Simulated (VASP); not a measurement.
**CO2: single point with PBE+D3(BJ)**

System: CO2, in a box.

```xyz
3
Lattice="10.7000 0.0000 0.0000 0.0000 10.9000 0.0000 0.0000 0.0000 9.4000" Properties=species:S:1:pos:R:3 pbc="T T T"
C     5.3500    5.4500    4.7000
O     6.1767    6.2767    4.7000
O     4.5233    4.6233    4.7000
```

- Program: VASP 6.6.1
- Task: single point
- Functional: PBE
- Dispersion: D3(BJ)
- Potentials or basis: VASP PAW PBE potentials, release 64 (C, O)
- Cutoff: 520 eV
- k mesh: 1 × 1 × 1
- Occupations: gaussian, width 0.01 eV
- Spin: no spin polarisation
- Dipole correction: no
- Further INCAR settings: ALGO = Normal; EDIFF = 1e-06; NBANDS = 15

```yaml
Largest_force: 0.795 eV/Å
Gap_between_the_frontier_levels: 8.00 eV
Dispersion_energy_per_atom: -0.009 eV
```

Forces in eV/Å, atoms in the order of the input:
```
C    0.000  0.000  0.000
O    0.562  0.562  0.000
O   -0.562 -0.562  0.000
```

Levels at points of the mesh, in eV from the valence-band top:
```csv
k point,band 4,band 5,band 6,band 7,band 8,band 9,band 10,band 11,band 12,band 13
"(0.00, 0.00, 0.00)",-3.63,-3.63,-3.52,0.00,0.00,8.00,8.59,8.59,9.47,9.88
```

Wall time 64 s on 1 thread of Oxide Virtual Turin-like Processor, on a shared host, peak memory 0.83 GiB.
